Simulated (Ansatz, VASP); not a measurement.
One calculation of C, two programs

INCAR

```
ALGO = Normal
EDIFF = 1E-6
ENCUT = 520
GGA = CA
ISIF = 2
ISMEAR = 0
LASPH = True
LCHARG = False
LREAL = False
LWAVE = False
NBANDS = 11
NELM = 80
PREC = Accurate
SIGMA = 0.05
```

The input KPOINTS:

```
k-points
0
Gamma
  12 12 12
```

File POSCAR:

```
C
1.0
    0.0000000000      1.7374637683      1.7798578843
    1.7374637683      0.0000000000      1.7798578843
    1.7374637683      1.7374637683      0.0000000000
C
2
Direct
    0.5000000000      0.5000000000      0.5000000000
    0.7500000000      0.7500000000      0.7500000000
```

Input for Ansatz:

```yaml
crystal:
  lattice:
    - [0.0, 1.7374637683, 1.7798578843]
    - [1.7374637683, 0.0, 1.7798578843]
    - [1.7374637683, 1.7374637683, 0.0]
  atoms:
    - { symbol: C, position: [0.5, 0.5, 0.5] }
    - { symbol: C, position: [0.75, 0.75, 0.75] }
basis:
  ecutwfc: 520.0
kpoints:
  mp_grid: { grid: [12, 12, 12] }
hamiltonian:
  xc: lda
  pseudopotentials: { kind: paw, azcp: { folder: soft_1 } }
scf:
  occupations: { method: gaussian, width: 0.05 }
output:
  forces: true
  stress: true
  eigenvalues: true
```

Alike in both runs: task single point; functional LDA; k mesh 12 × 12 × 12; occupations gaussian, width 0.05 eV; no spin polarisation.

|  | VASP | Ansatz |
| --- | --- | --- |
| version | VASP 6.6.1 | Ansatz 0.2.0 |
| potentials or method | VASP PAW LDA potentials, release 64 (C), cutoff 520 eV | scalar-relativistic, plane waves, PAW |
| valence electrons in the cell | 8 | 8 |

```csv
,VASP,Ansatz,Ansatz less VASP
gap on the k mesh at the Fermi level (eV),3.94,3.95,+0.008
least direct gap on the mesh (eV),5.47,5.47,-0.002
pressure (GPa),13.8,11.9,-1.83
"traceless stress, the component that is largest in VASP (GPa)",-16.13,-16.15,-0.027
```

Ansatz warns that its potentials were made for another functional, while VASP's fit it. LDA's correlation is that of Perdew and Zunger in VASP and of Perdew and Wang (1992) in Ansatz.
